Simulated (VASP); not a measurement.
Here is a VASP 6.6.1 calculation.

INCAR

```
SYSTEM = SiGe4
PREC     = Accurate       ! precision mode
ENCUT    = 410            ! plane-wave cutoff, eV
EDIFF    = 1E-6           ! SCF threshold, eV
ISMEAR   = 1              ! smearing method
SIGMA    = 0.15           ! smearing width, eV
LREAL    = .False.        ! projectors in reciprocal space
LASPH    = .True.         ! aspherical terms in the spheres
NELM     = 120            ! most SCF steps
ALGO     = Normal         ! electronic algorithm
ISIF     = 2              ! what is computed and relaxed
LWAVE    = .False.        ! write WAVECAR
LCHARG   = .False.        ! write CHGCAR
GGA      = PE             ! functional
NBANDS   = 38             ! bands
GGA_COMPAT= .False.
```

KPOINTS

```
regular mesh
0
Gamma
  3 3 3
  0 0 0
```

Contents of POSCAR:

```
SiGe4
1.0
   -3.0822040000      3.0822040000      3.0822040000
    3.0822040000     -3.0822040000      3.0822040000
    3.0822040000      3.0822040000     -3.0822040000
Si Ge
1 4
Direct
   -0.0057325862     -0.0057638949     -0.0117355957
    0.3549568750      0.3507571206      0.3582103910
    0.6538790100      0.0075885632      0.0135591285
   -0.0075939166      0.0007064750      0.6287625673
    0.0009747895      0.6431767657      0.0040060619
```

Potentials or basis: VASP PAW PBE potentials, release 64 (Si, Ge_d).

Command:

```bash
$ cat potpaw_PBE.64/Si/POTCAR potpaw_PBE.64/Ge_d/POTCAR > POTCAR
$ mpirun -np 1 vasp_std > vasp.out
```

Task: Predict the band gap on the k mesh.

Result: 0.16 eV.

Task: What does it give for the pressure?

Result: 28.7 GPa.

Task: What does it give for the largest force?

Result: 11.698 eV/Å.

Forces on the atoms (eV/Å):
```
Si  -1.591 -0.009  1.703
Ge   5.636  5.757  5.288
Ge   7.277 -6.190 -6.751
Ge  -5.617 -5.892  5.882
Ge  -5.705  6.334 -6.121
```

Caveat: the k points lie up to 0.48 Å⁻¹ apart; forces of over 1 eV/Å act on the atoms, so gaps and moduli don't describe the material at rest.
